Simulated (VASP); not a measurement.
Si3O2, 5 atoms in the cell. Symmetry: P-4m2, No. 115, tetragonal system. The conventional cell has a = 4.354 Å, b = 4.354 Å, c = 3.602 Å, α = 90.00°, β = 90.00°, γ = 90.00°. Si (site symmetry 2mm) has 2 Si at 1.60 to 2.01 Å within 2.1 Å. Within 3.6 Å of Si (site symmetry -4m2) lie 8 O at 2.72 to 2.94 Å and 8 Si at 3.24 Å. Within 3.0 Å of O (site symmetry 2mm) lie 8 Si at 2.27 to 2.94 Å. 

| Quantity | Value |
| --- | --- |
| Program | VASP 6.6.1 |
| Task | single point |
| Functional | PBE |
| Potentials or basis | VASP PAW PBE potentials, release 64 (Si, O) |
| Cutoff | 520 eV |
| k mesh | 4 × 4 × 6 |
| Occupations | gaussian, width 0.1 eV |
| Spin | collinear spin, ferromagnetic start |
| Starting moments | [0.0, 0.0, 0.0, 1.0, 1.0] μB |
| Dipole correction | no |
| Further INCAR settings | ALGO = Normal; EDIFF = 1e-06; NBANDS = 24 |

Potentials or basis: VASP PAW PBE potentials, release 64 (Si, O).

The run is started by

```bash
$ cat potpaw_PBE.64/Si/POTCAR potpaw_PBE.64/O/POTCAR > POTCAR
$ mpirun -np 1 vasp_std > vasp.out
```

Hardware: 1 thread of Intel(R) Xeon(R) 6975P-C (Granite Rapids), on a shared host.

**Question.** How long does it take, and how much memory?

**Answer.** Wall time 23 s on 1 thread of Intel(R) Xeon(R) 6975P-C (Granite Rapids) (shared host), peak memory 0.21 GiB. Counts: scf iterations 15, k points 24.
